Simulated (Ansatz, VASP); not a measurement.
One calculation of CaB6, two programs

File INCAR:

```
SYSTEM = CaB6
PREC = Accurate
ENCUT = 520
EDIFF = 1E-6
ISMEAR = -1
SIGMA = 0.02
LREAL = .False.
LASPH = .True.
NELM = 60
ALGO = Normal
ISIF = 2
LWAVE = .False.
LCHARG = .False.
GGA = PE
NBANDS = 23
```

KPOINTS

```
regular mesh
0
Gamma
  6 6 6
  0 0 0
```

File POSCAR:

```
CaB6
1.0
    4.1466424122      0.0000000000      0.0000000000
    0.0000000000      4.1466424122      0.0000000000
    0.0000000000      0.0000000000      4.1466424122
Ca B
1 6
Direct
    0.5000000000      0.5000000000      0.5000000000
    0.0000000000      0.0000000000      0.2983669046
    0.0000000000      0.0000000000      0.7016330954
    0.2983669046      0.0000000000      0.0000000000
    0.7016330954      0.0000000000      0.0000000000
    0.0000000000      0.2983669046      0.0000000000
    0.0000000000      0.7016330954      0.0000000000
```

Input for Ansatz:

```yaml
crystal:
  lattice:
    - [4.1466424122, 0.0, 0.0]
    - [0.0, 4.1466424122, 0.0]
    - [0.0, 0.0, 4.1466424122]
  atoms:
    - { symbol: Ca, position: [0.5, 0.5, 0.5] }
    - { symbol: B, position: [0.0, 0.0, 0.2983669046] }
    - { symbol: B, position: [0.0, 0.0, 0.7016330954] }
    - { symbol: B, position: [0.2983669046, 0.0, 0.0] }
    - { symbol: B, position: [0.7016330954, 0.0, 0.0] }
    - { symbol: B, position: [0.0, 0.2983669046, 0.0] }
    - { symbol: B, position: [0.0, 0.7016330954, 0.0] }
kpoints:
  mp_grid: { grid: [6, 6, 6] }
hamiltonian:
  xc: pbe
scf:
  occupations: { method: fermi_dirac, width: 0.02 }
  n_extra_bands: 5
output:
  forces: true
  stress: true
  eigenvalues: true
```

Alike in both runs: task single point; functional PBE; k mesh 6 × 6 × 6; occupations fermi-dirac, width 0.02 eV; no spin polarisation.

```csv
,VASP,Ansatz
version,VASP 6.6.1,Ansatz 0.2.0
potentials or method,"VASP PAW PBE potentials, release 64 (Ca_sv, B)","plane waves, PAW"
plane-wave cutoff (eV),520,420
valence electrons in the cell,28,28
```

|  | VASP | Ansatz | Ansatz less VASP |
| --- | --- | --- | --- |
| pressure (GPa) | 0.2 | 0.0 | -0.12 |
| rms of the force components (eV/Å) | 0.006 | 0.003 | -0.0033 |

Atom by atom the forces differ by 0.009 eV/Å (rms over components).
